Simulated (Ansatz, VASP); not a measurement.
Sr2CdAu2: VASP beside Ansatz

File INCAR:

```
ALGO     = Normal         # electronic algorithm
EDIFF    = 1E-6           # SCF threshold, eV
ENCUT    = 500            # plane-wave cutoff, eV
GGA      = PE             # functional
GGA_COMPAT= False        
ISIF     = 2              # what is computed and relaxed
ISMEAR   = -1             # smearing method
LASPH    = True           # aspherical terms in the spheres
LCHARG   = False          # write CHGCAR
LREAL    = False          # projectors in reciprocal space
LWAVE    = False          # write WAVECAR
NBANDS   = 35             # bands
NELM     = 120            # most SCF steps
PREC     = Accurate       # precision mode
SIGMA    = 0.1            # smearing width, eV
```

KPOINTS

```
k-points
0
Gamma
  8 8 8
```

The input POSCAR:

```
Sr2CdAu2
1.0
   -2.3225780000      3.0232330000      4.6798950000
    4.6451560000      0.0000000000      0.0000000000
    2.3225780000      3.0232330000     -4.6798950000
Au Cd Sr
2 1 2
Direct
    0.7303400000      0.5000000000      0.7303400000
    0.2696600000      0.5000000000      0.2696600000
    0.0000000000      0.0000000000      0.0000000000
    0.6999500000      0.1999500000      0.3000500000
    0.3000500000      0.8000500000      0.6999500000
```

Input for Ansatz:

```yaml
crystal:
  lattice:
    - [-2.322578, 3.023233, 4.679895]
    - [4.645156, 0.0, 0.0]
    - [2.322578, 3.023233, -4.679895]
  atoms:
    - { symbol: Au, position: [0.73034, 0.5, 0.73034] }
    - { symbol: Au, position: [0.26966, 0.5, 0.26966] }
    - { symbol: Cd, position: [0.0, 0.0, 0.0] }
    - { symbol: Sr, position: [0.69995, 0.19995, 0.30005] }
    - { symbol: Sr, position: [0.30005, 0.80005, 0.69995] }
  symmetry: { tolerance: 0.0003 }
kpoints:
  mp_grid: { grid: [8, 8, 8], shift: [0, 0, 0] }
  band_path:
    path:
      - [0.0, 0.0, 0.0]
      - [0.5, 0.0, -0.5]
      - [0.31157557, 0.37684887, -0.31157557]
      - [-0.31157557, 0.62315113, 0.31157557]
      - [0.0, 0.0, 0.0]
      - [0.35433044, 0.0, 0.35433044]
      - [0.64566956, 0.0, -0.35433044]
      - [0.5, 0.0, -0.5]
      - [0.0, 0.0, 0.0]
      - [0.0, 0.5, 0.0]
      - [0.25, 0.5, 0.25]
    npoints: 6
magnetization:
  spin_polarized: false
scf:
  occupations: { method: fermi_dirac }
  lower_state_search: "off"
  max_iter: 200
hamiltonian:
  pseudopotentials: { kind: paw }
  xc: pbe
basis:
  ecutwfc: 420
  fft_grid_basis: typed
output:
  forces: true
  stress: true
  eigenvalues: true
  bader: true
  populations: true
  elf: true
  write_potential: true
  volumetric_format: npy
  dos:
    e_range: [-12, 8]
    de: 0.05
    projected: { site_lists: { Au: [Au], Cd: [Cd], Sr: [Sr] } }
checkpoint:
  read: saved_state
```

Alike in both runs: task single point; functional PBE; k mesh 8 × 8 × 8; no spin polarisation.

```csv
,VASP,Ansatz
version,VASP 6.6.1,Ansatz 0.2.0
potentials or method,"VASP PAW PBE potentials, release 64 (Au, Cd, Sr_sv), cutoff 500 eV",PAW plane waves
occupations,"fermi-dirac, width 0.1 eV",fermi-dirac
valence electrons in the cell,54,78
```

```csv
,VASP,Ansatz,Ansatz less VASP
pressure (GPa),4.0,3.9,-0.14
"traceless stress, the component that is largest in VASP (GPa)",2.22,2.23,+0.006
rms of the force components (eV/Å),0.016,0.020,+0.0045
```

Atom by atom the forces differ by 0.009 eV/Å (rms over components). VASP's potentials hold 54 valence electrons a cell and Ansatz's 78, so a difference there can come from the potentials and not from the codes.

Neither program's run includes spin-orbit coupling.
